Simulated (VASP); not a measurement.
B3As4: single point with PBE

B3As4:

```xyz
7
Lattice="5.3702 0.0000 0.0000 -2.6851 4.6508 0.0000 0.0000 0.0000 6.7561" Properties=species:S:1:pos:R:3 pbc="T T T"
B     0.0000    0.0000    1.8097
B     0.0000    0.0000    4.9464
B     0.0000    0.0000    3.3781
As    2.6851    0.0000    3.3781
As   -1.3426    2.3254    3.3781
As    1.3426    2.3254    3.3781
As    0.0000    0.0000    0.0000
```

The cell was generated, and may not be a known phase.

```
Program                : VASP 6.6.1
Task                   : single point
Functional             : PBE
Potentials or basis    : VASP PAW PBE potentials, release 64 (B, As)
Cutoff                 : 500 eV
k mesh                 : 4 × 4 × 3
Occupations            : gaussian, width 0.2 eV
Spin                   : no spin polarisation
Dipole correction      : no
Further INCAR settings : ALGO = Normal; EDIFF = 1e-06; NBANDS = 24
```

| Property | Result |
| --- | --- |
| Pressure | 0.5 GPa |
| Largest force | 0.143 eV/Å |
| Band gap on the k mesh | zero (an odd number of electrons rules out a gap without spin polarisation) |

Forces on the atoms (eV/Å):
```
B    0.000  0.000  0.143
B    0.000  0.000 -0.143
B    0.000  0.000  0.000
As   0.000  0.000  0.000
As   0.000  0.000  0.000
As   0.000  0.000  0.000
As   0.000  0.000  0.000
```

Stress tensor (GPa, compression positive):
```
0.16 0.00 0.00
0.00 0.16 0.00
0.00 0.00 1.14
```

Levels at points of the mesh, in eV from the Fermi level:
```tsv
k point	band 12	band 13	band 14	band 15	band 16	band 17	band 18	band 19
(0.00, 0.00, 0.00)	-1.06	-1.06	0.45	0.45	0.92	0.92	2.87	3.48
(0.50, 0.00, 0.00)	-0.71	-0.64	-0.62	-0.29	-0.23	1.10	1.12	2.44
```

It took 33 s on 1 thread of Intel(R) Xeon(R) Platinum 8375C CPU @ 2.90GHz (Ice Lake) (shared host), peak memory 0.26 GiB.
